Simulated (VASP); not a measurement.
Set up this calculation in VASP 6.6.1, as the native input.

* Task: single point
* Functional: PBEsol
* Potentials or basis: VASP PAW PBE potentials, release 64 (N)
* Cutoff: 520 eV
* k mesh: 8 × 8 × 4
* Occupations: fermi-dirac, width 0.1 eV
* Spin: no spin polarisation
* Dipole correction: no
* Further INCAR settings: ALGO = Normal; EDIFF = 1e-06; NBANDS = 18

The structure of N lies in POSCAR:

```
N
1.0
    4.4267501606      0.0000000000      0.0000000000
   -2.2133750803      3.8336780953      0.0000000000
    0.0000000000      0.0000000000      7.4580818063
N
4
Direct
    0.3333333333      0.6666666667      0.3237483717
    0.3333333333      0.6666666667      0.1762516283
    0.6666666667      0.3333333333      0.8237483717
    0.6666666667      0.3333333333      0.6762516283
```

These files were run (other wordings do the same):

INCAR

```
SYSTEM = N
PREC = Accurate ; ENCUT = 520
EDIFF = 1E-6 ; ISMEAR = -1
SIGMA = 0.1 ; LREAL = .False.
LASPH = .True. ; NELM = 80
ALGO = Normal ; ISIF = 2
LWAVE = .False. ; LCHARG = .True.
GGA = PS ; LELF = .True.
LVHAR = .True. ; NBANDS = 18
```

KPOINTS

```
Automatic mesh
0
Gamma
  8 8 4
  0 0 0
```

Potentials or basis: VASP PAW PBE potentials, release 64 (N).

Launch:

```console
$ cat potpaw_PBE.64/N/POTCAR > POTCAR
$ mpirun -np 1 vasp_std > vasp.out
```

Results of the run:

- Pressure: 1.6 GPa
- Largest force: 1.870 eV/Å
- Band gap on the k mesh: 7.41 eV, indirect (least direct gap 7.59 eV)

Caveat: the standard files for N, O and F lose accuracy on very short bonds; the PAW data sets were made with another functional, which shifts forces and pressure a little.

Run time: 39 s on 1 thread of Intel(R) Xeon(R) Platinum 8488C (Sapphire Rapids) (shared host), peak memory 0.25 GiB.
